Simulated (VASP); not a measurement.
Input of a VASP 6.6.1 run:

The input INCAR:

```
PREC = Accurate ; ENCUT = 600
EDIFF = 1E-8 ; ISMEAR = 0
SIGMA = 0.1 ; LREAL = False
LASPH = True ; NELM = 200
ALGO = Normal ; ISIF = 2
LWAVE = False ; LCHARG = False
GGA = PE ; NBANDS = 21
IBRION = 8 ; NSW = 1
GGA_COMPAT = False ; LMAXMIX = 6
```

The input KPOINTS:

```
Automatic mesh
0
Gamma
  10 10 8
```

Contents of POSCAR:

```
PrScO
1.0
    3.7187184948      0.0000000000      0.0000000000
    0.0000000000      3.7187184948      0.0000000000
    0.0000000000      0.0000000000      4.2220819281
Pr Sc O
1 1 1
Direct
    0.0000000000      0.0000000000      0.5000000000
    0.5000000000      0.5000000000      0.0000000000
    0.5000000000      0.5000000000      0.5000000000
```

Potentials or basis: VASP PAW PBE potentials, release 64 (Pr_3, Sc_sv, O), 4f in core.

Run with:

```sh
$ cat potpaw_PBE.64/Pr_3/POTCAR potpaw_PBE.64/Sc_sv/POTCAR potpaw_PBE.64/O/POTCAR > POTCAR
$ mpirun -np 1 vasp_std > vasp.out
```

(1) What does it give for the highest phonon frequency at Γ, LO-TO splitting left out?

## Answers

(1) 442 cm⁻¹.

Caveat: the run has no spin polarisation, though such a crystal can be magnetic.
